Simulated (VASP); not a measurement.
# Ti3O (P6_3/mcm) in VASP: a series of runs

Runs on Ti3O. Level: PBEsol. Tasks: single point.

Program: VASP 6.6.1. These are calculated values, not measurements. Logs are shortened: lines on timing, memory, paths and dates and some standing lists are left out, and cuts for length are marked.

**1. The cell of the first run**

It takes space group P6_3/mcm (No. 193, hexagonal). Conventional cell: a = 4.824 Å, b = 4.824 Å, c = 4.703 Å, α = 90.00°, β = 90.00°, γ = 120.00°. Ti (site symmetry m2m) has 2 O at 2.00 Å within 2.7 Å. O (site symmetry -3m) has 6 Ti at 2.00 Å and 2 O at 2.35 Å within 2.7 Å.

**2. Single point, PBEsol (volume scaled by 0.88, then relaxed in part)**

File INCAR:

```
PREC = Accurate
ENCUT = 520
EDIFF = 1E-6
ISMEAR = 0
SIGMA = 0.1
LREAL = F
LASPH = T
NELM = 100
ALGO = Normal
ISIF = 2
LWAVE = F
LCHARG = F
GGA = PS
NBANDS = 52
```

File KPOINTS:

```
Automatic mesh
0
Gamma
  12 12 8
```

File POSCAR:

```
Ti3O
1.0
    4.8235195371      0.0000000000      0.0000000000
   -2.4117597685      4.1772904548      0.0000000000
    0.0000000000      0.0000000000      4.7028962092
Ti O
6 2
Direct
    0.0000000000      0.6639652812      0.7500000000
    0.0000000000      0.3360347188      0.2500000000
    0.6639652812      0.0000000000      0.7500000000
    0.6639652812      0.6639652812      0.2500000000
    0.3360347188      0.3360347188      0.7500000000
    0.3360347188      0.0000000000      0.2500000000
    0.0000000000      0.0000000000      0.5000000000
    0.0000000000      0.0000000000      0.0000000000
```

Potentials or basis: VASP PAW PBE potentials, release 64 (Ti_sv, O).

The run is started by

```sh
$ cat potpaw_PBE.64/Ti_sv/POTCAR potpaw_PBE.64/O/POTCAR > POTCAR
$ mpirun -np 1 vasp_std > vasp.out
```

OUTCAR:

```text
PREC = Accurate
   ENCUT = 520
   EDIFF = 1E-6
   ISMEAR = 0
   LREAL = F
   LASPH = T
   NELM = 100
   ISIF = 2
   GGA = PS

 ion  position               nearest neighbor table
   1  0.000  0.664  0.750-   7 2.00   8 2.00   5 2.77   3 2.77   5 2.77   3 2.77   3 2.81   5 2.81
                             2 2.83   2 2.83   4 2.86   4 2.86   6 2.86   6 2.86
   2  0.000  0.336  0.250-   7 2.00   8 2.00   4 2.77   6 2.77   4 2.77   6 2.77   6 2.81   4 2.81
                             1 2.83   1 2.83   5 2.86   5 2.86   3 2.86   3 2.86
   3  0.664  0.000  0.750-   7 2.00   8 2.00   5 2.77   5 2.77   1 2.77   1 2.77   1 2.81   5 2.81
                             6 2.83   6 2.83   4 2.86   4 2.86   2 2.86   2 2.86
   4  0.664  0.664  0.250-   7 2.00   8 2.00   6 2.77   2 2.77   6 2.77   2 2.77   2 2.81   6 2.81
                             5 2.83   5 2.83   3 2.86   3 2.86   1 2.86   1 2.86
   5  0.336  0.336  0.750-   7 2.00   8 2.00   3 2.77   1 2.77   3 2.77   1 2.77   1 2.81   3 2.81
                             4 2.83   4 2.83   6 2.86   6 2.86   2 2.86   2 2.86
   6  0.336  0.000  0.250-   7 2.00   8 2.00   4 2.77   4 2.77   2 2.77   2 2.77   2 2.81   4 2.81
                             3 2.83   3 2.83   5 2.86   5 2.86   1 2.86   1 2.86
   7  0.000  0.000  0.500-   1 2.00   2 2.00   3 2.00   6 2.00   5 2.00   4 2.00
   8  0.000  0.000  0.000-   1 2.00   2 2.00   3 2.00   6 2.00   5 2.00   4 2.00

  LATTYP: Found a hexagonal cell.
 ALAT       =     4.8235195371
 C/A-ratio  =     0.9749926735

  Lattice vectors:

 A1 = (   4.8235195371,   0.0000000000,   0.0000000000)
 A2 = (  -2.4117597685,   4.1772904548,   0.0000000000)
 A3 = (   0.0000000000,   0.0000000000,   4.7028962092)

Analysis of symmetry for initial positions (statically):
=====================================================================
 Subroutine PRICEL returns:
 Original cell was already a primitive cell.

 Routine SETGRP: Setting up the symmetry group for a
 hexagonal supercell.

 Subroutine GETGRP returns: Found 24 space group operations
 (whereof 12 operations were pure point group operations)
 out of a pool of 24 trial point group operations.

The static configuration has the point symmetry D_3d.
 The point group associated with its full space group is D_6h.

Analysis of symmetry for dynamics (positions and initial velocities):
=====================================================================
 Subroutine PRICEL returns:
 Original cell was already a primitive cell.

 Routine SETGRP: Setting up the symmetry group for a
 hexagonal supercell.

 Subroutine GETGRP returns: Found 24 space group operations
 (whereof 12 operations were pure point group operations)
 out of a pool of 24 trial point group operations.

The dynamic configuration has the point symmetry D_3d.
 The point group associated with its full space group is D_6h.

 Subroutine INISYM returns: Found 24 space group operations
 (whereof 12 operations are pure point group operations),
 and found     1 'primitive' translations

----------------------------------------------------------------------------------------

                                     Primitive cell

  volume of cell :      94.7598

  direct lattice vectors                    reciprocal lattice vectors
     4.823519537  0.000000000  0.000000000     0.207317498  0.119694813  0.000000000
    -2.411759769  4.177290455  0.000000000     0.000000000  0.239389626  0.000000000
     0.000000000  0.000000000  4.702896209     0.000000000  0.000000000  0.212634929

  length of vectors
     4.823519537  4.823519537  4.702896209     0.239389626  0.239389626  0.212634929

  position of ions in fractional coordinates (direct lattice)
     1.000000000  0.663965281  0.750000000
     1.000000000  0.336034719  0.250000000
     0.663965281  0.000000000  0.750000000
     0.663965281  0.663965281  0.250000000
     0.336034719  0.336034719  0.750000000
     0.336034719  0.000000000  0.250000000
     0.000000000  0.000000000  0.500000000
     0.000000000  0.000000000  0.000000000

  ion indices of the primitive-cell ions
   primitive index   ion index
                 1           1
                 2           2
                 3           3
                 4           4
                 5           5
                 6           6
                 7           7
                 8           8

----------------------------------------------------------------------------------------

 KPOINTS: Automatic mesh

Automatic generation of k-mesh.
 Grid dimensions read from file:
 generate k-points for:   12   12    8

 Generating k-lattice:

  Cartesian coordinates                     Fractional coordinates (reciprocal lattice)
     0.017276458  0.009974568  0.000000000     0.083333333  0.000000000  0.000000000
     0.000000000  0.019949136  0.000000000     0.000000000  0.083333333  0.000000000
     0.000000000  0.000000000  0.026579366     0.000000000  0.000000000  0.125000000

[... 56 lines left out ...]
   ISMEAR =     0;   SIGMA  =   0.10  broadening in eV -4-tet -1-fermi 0-gaus
   EFERMI_NEDOS =   21; number of points for ismear=-14 and -15
   IALGO  =     38    algorithm
   IMIX   =      4    mixing-type and parameters
     AMIX     =   0.40;   BMIX     =  1.00
     AMIX_MAG =   1.60;   BMIX_MAG =  1.00
  volume/ion in A,a.u.               =      11.84        79.93
  Fermi-wavevector in a.u.,A,eV,Ry     =   1.572630  2.971840 33.649454  2.473165
  Thomas-Fermi vector in A             =   2.674036
   LORBIT       =      0    0 simple, 1 ext, 2 COOP (PROOUT), +10 PAW based schemes
   GGA     = PS    functional components
   LHFCALC =     F    Hartree Fock is set to
   AEXX    =    0.0000 exact exchange contribution
   IVDW    =     0    specifies the selected vdW correction
   LEPSILON=     F    determine dielectric tensor
   LRPA    =     F    only Hartree local field effects (RPA)
 non-spin polarized calculation
 Gauss-broadening in eV      SIGMA  =   0.10
  energy-cutoff  :      520.00
  volume of cell :       94.76
 maximum number of plane-waves:      2586
 NGX is ok and might be reduce to    36
   NGX = 17   NGY = 17   NGZ = 17

 number of electron      83.9999985 magnetization

 Free energy of the ion-electron system (eV)
  ---------------------------------------------------
  ext. energy  EPLUGINS =         0.00000000
  ---------------------------------------------------
  free energy    TOTEN  =       -70.53075437 eV

  energy without entropy =      -70.50718770  energy(sigma->0) =      -70.51897104

 E-fermi :  10.7760     XC(G=0): -12.8595

 val. band max:       10.7669716598   @ k =   0.1667   0.0833   0.3750
 cond. band min:      10.7811177005   @ k =   0.1667   0.0833   0.3750
 fundamental gap:      0.0141460408
 Fermi energy:        10.7759690629

 k-point     1 :       0.0000    0.0000    0.0000
  band No.  band energies     occupation
      1     -45.9234      2.00000
      2     -45.7460      2.00000
      3     -45.6700      2.00000
      4     -45.6700      2.00000
      5     -45.6677      2.00000
      6     -45.6677      2.00000
[... 44 lines left out ...]
     51      12.5146      0.00000
     52      13.0070      0.00000

 k-point     2 :       0.0833   -0.0000    0.0000
  band No.  band energies     occupation
      1     -45.9192      2.00000
      2     -45.7436      2.00000
      3     -45.6799      2.00000
      4     -45.6785      2.00000
      5     -45.6621      2.00000
      6     -45.6615      2.00000
[... 44 lines left out ...]
     51      12.5570      0.00000
     52      13.0957      0.00000

 k-point     3 :       0.1667   -0.0000    0.0000
  band No.  band energies     occupation
      1     -45.9070      2.00000
      2     -45.7367      2.00000
      3     -45.6957      2.00000
      4     -45.6891      2.00000
      5     -45.6590      2.00000
      6     -45.6579      2.00000
[... 44 lines left out ...]
     51      12.6798      0.00000
     52      13.2389      0.00000
[... 1046 lines left out ...]
 k-point    23 :       0.2500   -0.0000    0.1250
  band No.  band energies     occupation
      1     -45.8815      2.00000
      2     -45.7323      2.00000
      3     -45.7144      2.00000
      4     -45.6978      2.00000
      5     -45.6606      2.00000
      6     -45.6597      2.00000
[... 44 lines left out ...]
     51      12.9198      0.00000
     52      12.9321      0.00000

 k-point    24 :       0.3333   -0.0000    0.1250
  band No.  band energies     occupation
      1     -45.8569      2.00000
      2     -45.7390      2.00000
      3     -45.7186      2.00000
      4     -45.7059      2.00000
      5     -45.6662      2.00000
      6     -45.6604      2.00000
[... 44 lines left out ...]
     51      12.7064      0.00000
     52      13.1126      0.00000

 [... further k-points ...]
[... 5 lines left out ...]
  --------------------------------------------------------------------------------------
  -------------------------------------------------------------------------------------
  Total       14.9499985     14.9499985     15.0887465      0.0000000      0.0000000      0.0000000
  in kB      252.7712184    252.7712184    255.1171376      0.0000000      0.0000000      0.0000000
  external PRESSURE =     253.5531915 kB  Pullay stress =       0.0000000 kB

 VOLUME and BASIS-vectors are now :
 -----------------------------------------------------------------------------
  energy-cutoff  :      520.00
  volume of cell :       94.76
      direct lattice vectors                 reciprocal lattice vectors
     4.823519537  0.000000000  0.000000000     0.207317498  0.119694813  0.000000000
    -2.411759769  4.177290455  0.000000000     0.000000000  0.239389626  0.000000000
     0.000000000  0.000000000  4.702896209     0.000000000  0.000000000  0.212634929

 POSITION                                       TOTAL-FORCE (eV/Angst)
 -----------------------------------------------------------------------------------
     -1.60132      2.77358      3.52717         0.040160     -0.069558      0.000000
     -0.81044      1.40371      1.17572        -0.040160      0.069558      0.000000
      3.20265      0.00000      3.52717        -0.080319      0.000000      0.000000
      1.60132      2.77358      1.17572        -0.040160     -0.069558     -0.000000
      0.81044      1.40371      3.52717         0.040160      0.069558      0.000000
      1.62087      0.00000      1.17572         0.080319      0.000000     -0.000000
      0.00000      0.00000      2.35145        -0.000000      0.000000      0.000000
      0.00000      0.00000      0.00000        -0.000000      0.000000      0.000000
 -----------------------------------------------------------------------------------
    total drift:                                0.000000      0.000000      0.000000

  FREE ENERGIE OF THE ION-ELECTRON SYSTEM (eV)
  ---------------------------------------------------
  free  energy   TOTEN  =       -70.5307543726 eV

  energy  without entropy=      -70.5071876995  energy(sigma->0) =      -70.51897104
```

Run time: 4.6 min. Hardware: 1 thread of Intel Xeon 6975P-C (Granite Rapids), shared host; peak memory 0.43 GiB.

What came out:

* Free energy: -70.5308 eV
* Pressure: 25.4 GPa
* Largest force: 0.080 eV/Å
* Band gap on the k mesh: zero (band 42 reaches 11.11 eV, above the bottom of band 43 at 10.39 eV)

Forces in eV/Å, atoms in the order of the input:
```
Ti   0.040 -0.070  0.000
Ti  -0.040  0.070  0.000
Ti  -0.080  0.000  0.000
Ti  -0.040 -0.070  0.000
Ti   0.040  0.070  0.000
Ti   0.080  0.000  0.000
O    0.000  0.000  0.000
O    0.000  0.000  0.000
```

Stress tensor (GPa, compression positive):
```
25.28  0.00  0.00
 0.00 25.28  0.00
 0.00  0.00 25.51
```

Caveat: the cell differs from its parent crystal (volume scaled by 0.88, then relaxed in part); the PAW data sets were made with another functional, which shifts forces and pressure a little.

**3. Single point, PBEsol (volume scaled by 0.91, then relaxed in part)**

File INCAR:

```
SYSTEM = Ti3O
ALGO = Normal
EDIFF = 1E-6
ENCUT = 520
GGA = PS
ISIF = 2
ISMEAR = 0
LASPH = .True.
LCHARG = .False.
LREAL = .False.
LWAVE = .False.
NBANDS = 52
NELM = 100
PREC = Accurate
SIGMA = 0.1
```

File KPOINTS:

```
k-points
0
Gamma
  12 12 8
  0 0 0
```

File POSCAR:

```
Ti3O
1.0
    4.8857227426      0.0000000000      0.0000000000
   -2.4428613713      4.2311600110      0.0000000000
    0.0000000000      0.0000000000      4.7401770428
Ti O
6 2
Direct
    0.0000000000      0.6657244032      0.7500000000
    0.0000000000      0.3342755968      0.2500000000
    0.6657244032      0.0000000000      0.7500000000
    0.6657244032      0.6657244032      0.2500000000
    0.3342755968      0.3342755968      0.7500000000
    0.3342755968      0.0000000000      0.2500000000
    0.0000000000      0.0000000000      0.5000000000
    0.0000000000      0.0000000000      0.0000000000
```

Potentials or basis: VASP PAW PBE potentials, release 64 (Ti_sv, O).

The run is started by

```sh
$ cat potpaw_PBE.64/Ti_sv/POTCAR potpaw_PBE.64/O/POTCAR > POTCAR
$ mpirun -np 1 vasp_std > vasp.out
```

Wall time 5.3 min (1 thread of Intel Xeon 6975P-C (Granite Rapids), shared host); peak memory 0.43 GiB.

Results (log left out):

```yaml
Free_energy: -70.9605 eV
Pressure: 17.6 GPa
Largest_force: 0.074 eV/Å
Band_gap_on_the_k_mesh: zero (band 42 reaches 10.70 eV, above the bottom of band 43 at 9.97 eV)
```

Forces in eV/Å, atoms in the order of the input:
```
Ti   0.037 -0.064  0.000
Ti  -0.037  0.064  0.000
Ti  -0.074  0.000  0.000
Ti  -0.037 -0.064  0.000
Ti   0.037  0.064  0.000
Ti   0.074  0.000  0.000
O    0.000  0.000  0.000
O    0.000  0.000  0.000
```

Stress tensor (GPa, compression positive):
```
17.54  0.00  0.00
 0.00 17.54  0.00
 0.00  0.00 17.74
```

Levels at points of the mesh, in eV from the Fermi level:
| k point | band 39 | band 40 | band 41 | band 42 | band 43 | band 44 | band 45 | band 46 |
| --- | --- | --- | --- | --- | --- | --- | --- | --- |
| (0.00, 0.00, 0.00) | -0.80 | -0.76 | -0.76 | -0.22 | -0.22 | -0.01 | 0.86 | 0.86 |
| (0.50, 0.00, 0.00) | -1.56 | -0.88 | -0.80 | 0.23 | 0.32 | 0.74 | 0.76 | 0.87 |
| (0.00, 0.00, 0.50) | -0.96 | -0.96 | -0.33 | -0.33 | -0.04 | -0.04 | -0.04 | -0.04 |
| (0.50, 0.00, 0.50) | -0.92 | -0.92 | -0.84 | -0.84 | 0.12 | 0.12 | 0.40 | 0.40 |

Caveat: the cell differs from its parent crystal (volume scaled by 0.91, then relaxed in part); the PAW data sets were made with another functional, which shifts forces and pressure a little.

**4. Single point, PBEsol**

This run uses another cell than the first one, of 13.46 Å³/atom, 1.136 times its volume.

File INCAR:

```
PREC = Accurate
ENCUT = 520
EDIFF = 1E-7
ISMEAR = 0
SIGMA = 0.1
LREAL = False
LASPH = True
NELM = 80
ALGO = Normal
ISIF = 2
LWAVE = False
LCHARG = False
GGA = PS
NBANDS = 52
```

File KPOINTS:

```
regular mesh
0
Gamma
  12 12 8
```

File POSCAR:

```
Ti3O
1.0
    5.0654945386      0.0000000000      0.0000000000
   -2.5327472693      4.3868469531      0.0000000000
    0.0000000000      0.0000000000      4.8458180462
Ti O
6 2
Direct
    0.0000000000      0.6708131062      0.7500000000
    0.0000000000      0.3291868938      0.2500000000
    0.6708131062      0.0000000000      0.7500000000
    0.6708131062      0.6708131062      0.2500000000
    0.3291868938      0.3291868938      0.7500000000
    0.3291868938      0.0000000000      0.2500000000
    0.0000000000      0.0000000000      0.5000000000
    0.0000000000      0.0000000000      0.0000000000
```

The run is started by

```sh
$ cat potpaw_PBE.64/Ti_sv/POTCAR potpaw_PBE.64/O/POTCAR > POTCAR
$ mpirun -np 1 vasp_std > vasp.out
```

Wall time 18 min (1 thread of Oxide Virtual Turin-like, shared host); peak memory 0.45 GiB.

It converged, with:

| Property | Result |
| --- | --- |
| Free energy | -71.4591 eV |
| Pressure | 0.3 GPa |
| Largest force | 0.058 eV/Å |
| Band gap on the k mesh | zero (band 42 reaches 9.54 eV, above the bottom of band 43 at 8.84 eV) |

Forces in eV/Å, atoms in the order of the input:
```
Ti   0.029 -0.051  0.000
Ti  -0.029  0.051  0.000
Ti  -0.058  0.000  0.000
Ti  -0.029 -0.051  0.000
Ti   0.029  0.051  0.000
Ti   0.058  0.000  0.000
O    0.000  0.000  0.000
O    0.000  0.000  0.000
```

Stress tensor (GPa, compression positive):
```
0.22 0.00 0.00
0.00 0.22 0.00
0.00 0.00 0.35
```

Levels at points of the mesh, in eV from the Fermi level:
```tsv
k point	band 39	band 40	band 41	band 42	band 43	band 44	band 45	band 46
(0.00, 0.00, 0.00)	-0.77	-0.75	-0.75	-0.23	-0.23	0.05	0.74	0.74
(0.50, 0.00, 0.00)	-1.38	-0.92	-0.75	0.18	0.39	0.60	0.63	0.77
(0.00, 0.00, 0.50)	-0.93	-0.93	-0.20	-0.20	-0.09	-0.09	-0.09	-0.09
(0.50, 0.00, 0.50)	-0.86	-0.86	-0.79	-0.79	0.06	0.06	0.44	0.44
```

Caveat: the PAW data sets were made with another functional, which shifts forces and pressure a little.

**5. Single point, PBEsol (volume scaled by 1.03, then relaxed in part)**

File INCAR:

```
SYSTEM = Ti3O
PREC = Accurate
ENCUT = 520
EDIFF = 1E-6
ISMEAR = 0
SIGMA = 0.1
LREAL = .False.
LASPH = .True.
NELM = 60
ALGO = Normal
ISIF = 2
LWAVE = .False.
LCHARG = .False.
GGA = PS
NBANDS = 52
```

File KPOINTS:

```
Automatic mesh
0
Gamma
  12 12 8
  0 0 0
```

File POSCAR:

```
Ti3O
1.0
    5.1235162140      0.0000000000      0.0000000000
   -2.5617581070      4.4370951981      0.0000000000
    0.0000000000      0.0000000000      4.8787863572
Ti O
6 2
Direct
    0.0000000000      0.6724811596      0.7500000000
    0.0000000000      0.3275188404      0.2500000000
    0.6724811596      0.0000000000      0.7500000000
    0.6724811596      0.6724811596      0.2500000000
    0.3275188404      0.3275188404      0.7500000000
    0.3275188404      0.0000000000      0.2500000000
    0.0000000000      0.0000000000      0.5000000000
    0.0000000000      0.0000000000      0.0000000000
```

The run is started by

```sh
$ cat potpaw_PBE.64/Ti_sv/POTCAR potpaw_PBE.64/O/POTCAR > POTCAR
$ mpirun -np 1 vasp_std > vasp.out
```

It took 19 min on 1 thread of Oxide Virtual Turin-like, shared host; peak memory 0.46 GiB.

It converged, with:

- Free energy: -71.4202 eV
- Pressure: -4.0 GPa
- Largest force: 0.053 eV/Å
- Band gap on the k mesh: zero (band 42 reaches 9.19 eV, above the bottom of band 43 at 8.51 eV)

Forces on the atoms (eV/Å):
```
Ti   0.026 -0.046  0.000
Ti  -0.026  0.046  0.000
Ti  -0.053  0.000  0.000
Ti  -0.026 -0.046  0.000
Ti   0.026  0.046  0.000
Ti   0.053  0.000  0.000
O    0.000  0.000  0.000
O    0.000  0.000  0.000
```

Stress tensor (GPa, compression positive):
```
-4.02  0.00  0.00
 0.00 -4.02  0.00
 0.00  0.00 -3.90
```

Levels at points of the mesh, in eV from the Fermi level:
| k point | band 40 | band 41 | band 42 | band 43 | band 44 | band 45 |
| --- | --- | --- | --- | --- | --- | --- |
| (0.00, 0.00, 0.00) | -0.74 | -0.74 | -0.23 | -0.23 | 0.06 | 0.71 |
| (0.50, 0.00, 0.00) | -0.92 | -0.73 | 0.17 | 0.41 | 0.55 | 0.60 |
| (0.00, 0.00, 0.50) | -0.92 | -0.17 | -0.17 | -0.10 | -0.10 | -0.10 |
| (0.50, 0.00, 0.50) | -0.84 | -0.77 | -0.77 | 0.05 | 0.05 | 0.46 |

Caveat: the cell differs from its parent crystal (volume scaled by 1.03, then relaxed in part); the PAW data sets were made with another functional, which shifts forces and pressure a little.

**6. Overview**

```csv
cell,gap on the mesh (eV),pressure (GPa),largest force (eV/Å)
"a = 4.824, b = 4.824, c = 4.703 Å, angles 90.0, 90.0, 120.0°, 8 atoms",none,25.4,0.08
"a = 4.886, b = 4.886, c = 4.740 Å, angles 90.0, 90.0, 120.0°, 8 atoms",none,17.6,0.07
"a = 5.065, b = 5.065, c = 4.846 Å, angles 90.0, 90.0, 120.0°, 8 atoms",none,0.3,0.06
"a = 5.124, b = 5.124, c = 4.879 Å, angles 90.0, 90.0, 120.0°, 8 atoms",none,-4.0,0.05
```

Alike in all rows: task single point; level PBEsol; potentials or basis VASP PAW PBE potentials, release 64 (Ti_sv, O); no spin polarisation; k mesh 12 × 12 × 8; cutoff (eV) 520; smearing gaussian 0.1 eV.

Caveats: the PAW data sets were made with another functional, which shifts forces and pressure a little.

Absolute energies hang on the potentials; compare differences alone.
